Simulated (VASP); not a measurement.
Here is a VASP 6.6.1 calculation.

Contents of POSCAR:

```
H3CCl
1.0
    8.2031320000      0.0000000000      0.0000000000
    0.0000000000      8.2031320000      0.0000000000
    0.0000000000      0.0000000000      8.2031320000
C Cl H
6 6 18
Direct
    0.5546418124      0.2395182718      0.9445172893
    0.9997888611      0.5639065664      0.2492584540
    0.4469512376      0.7269174749      0.6361960285
    0.6547621079      0.9726041224      0.2768820494
    0.0414110123      0.1696303314      0.2758702408
    0.0307931166      0.8090934048      0.9211237854
    0.4557161826      0.3461726570      0.7844320925
    0.9974726726      0.5625656152      0.4786098773
    0.5718303692      0.7682065826      0.8019497919
    0.7024634006      1.0871457390      0.4391005777
    0.1081660029     -0.0194803643      0.3401261859
    0.2115167719      0.9528311869      0.9314247290
    0.6361838381      0.1429332114      0.9011801834
    0.5936025411      0.3250343893      1.0305332158
    0.4458784767      0.1965468799      0.9924989626
    1.0188913210      0.6850310345      0.2048363966
    1.0958009697      0.4710152171      0.2120897238
    0.8756899194      0.5388063974      0.2216592394
    0.5239096482      0.7836153313      0.5411835382
    0.4204979269      0.6070730058      0.5911888289
    0.3324340020      0.7895155168      0.6503857307
    0.5368681133      0.9193927393      0.2768576685
    0.6701708567      1.0343975935      0.1559160574
    0.7330127078      0.8725813506      0.3167204916
   -0.0004632377      0.2728957671      0.3432103738
    0.1486505398      0.1921217408      0.2241826658
   -0.0304639740      0.1443229245      0.1738848040
    0.0025478073      0.8281227219      0.7921730383
    0.0825660248      0.6832999883      0.9369470100
   -0.0786041234      0.8430682330      0.9850505880
```

The input INCAR.step1:

```
PREC = Accurate ; ENCUT = 520
ISMEAR = -1 ; SIGMA = 0.02
LREAL = Auto ; LASPH = True
NELM = 60 ; NBANDS = 63
GGA = PE ; ALGO = Normal
EDIFF = 1E-4 ; LWAVE = True
LCHARG = False
```

File INCAR.step2:

```
PREC = Accurate ; ENCUT = 520
EDIFF = 1E-7 ; ISMEAR = -1
SIGMA = 0.02 ; LREAL = Auto
LASPH = True ; NELM = 60
ALGO = Normal ; ISIF = 2
LWAVE = False ; LCHARG = True
METAGGA = R2SCAN ; LMIXTAU = True
IVDW = 12 ; VDW_S6 = 1.0
VDW_S8 = 0.78981345 ; VDW_A1 = 0.49484001
VDW_A2 = 5.73083694 ; LELF = True
LVHAR = True ; NBANDS = 63
ISTART = 1
```

File KPOINTS:

```
regular mesh
0
Gamma
  1 1 1
```

Potentials or basis: VASP PAW PBE potentials, release 64 (C, Cl, H).

Launch:

```console
$ cat potpaw_PBE.64/C/POTCAR potpaw_PBE.64/Cl/POTCAR potpaw_PBE.64/H/POTCAR > POTCAR
$ cp INCAR.step1 INCAR
$ mpirun -np 1 vasp_gam > vasp.out
$ cp INCAR.step2 INCAR
$ mpirun -np 1 vasp_gam > vasp.out
```

Question: Estimate the largest force.

Answer: 4.663 eV/Å.

Question: Estimate the pressure.

Answer: 1.5 GPa.

Question: Estimate the dispersion energy per atom.

Answer: -0.021 eV.

Stress tensor (GPa, compression positive):
```
 0.89  1.07 -0.10
 1.07  1.70  0.21
-0.10  0.21  1.99
```

Caveat: the k points lie up to 0.77 Å⁻¹ apart; the PAW data sets were made with another functional, which shifts forces and pressure a little.
